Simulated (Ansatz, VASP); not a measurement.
## Two plane-wave programs on Al2BN3

```xyz
12
Lattice="2.9677 0.0000 0.0000 -1.4839 2.5701 0.0000 0.0000 0.0000 14.4053" Properties=species:S:1:pos:R:3 pbc="T T T"
Al    1.4839    0.8567    9.5786
Al    0.0000    1.7134    2.3741
Al    0.0000    1.7134    6.9995
Al    0.0000    1.7134   12.1555
B     1.4839    0.8567    0.1871
B     1.4839    0.8567    4.8114
N     1.4839    0.8567    1.7068
N     1.4839    0.8567    6.3312
N     1.4839    0.8567   11.4609
N     0.0000    1.7134    4.2808
N     0.0000    1.7134    8.8817
N     0.0000    1.7134   14.0629
```

Alike in both runs: functional PBE; k mesh 6 × 6 × 1; occupations gaussian, width 0.1 eV; no spin polarisation.

Ansatz relaxed the structure, and its values are those at the end. VASP's run is a single point on that final structure, the one shown.

|  | VASP | Ansatz |
| --- | --- | --- |
| version | VASP 6.6.1 | Ansatz 0.2.0 |
| potentials or method | VASP PAW PBE potentials, release 64 (Al, B, N), cutoff 520 eV | scalar-relativistic, plane waves, PAW |
| valence electrons in the cell | 48 | 48 |

```csv
,VASP,Ansatz,Ansatz less VASP
gap on the k mesh at the Fermi level (eV),4.32,4.31,-0.009
least direct gap on the mesh (eV),4.32,4.31,-0.009
pressure (GPa),-0.2,0.0,+0.18
rms of the force components (eV/Å),0.010,0.002,-0.0082
```

The functional is the same, so the differences come from potentials, cutoffs and numerics.

The k mesh is coarse, so the values compare programs but aren't converged.
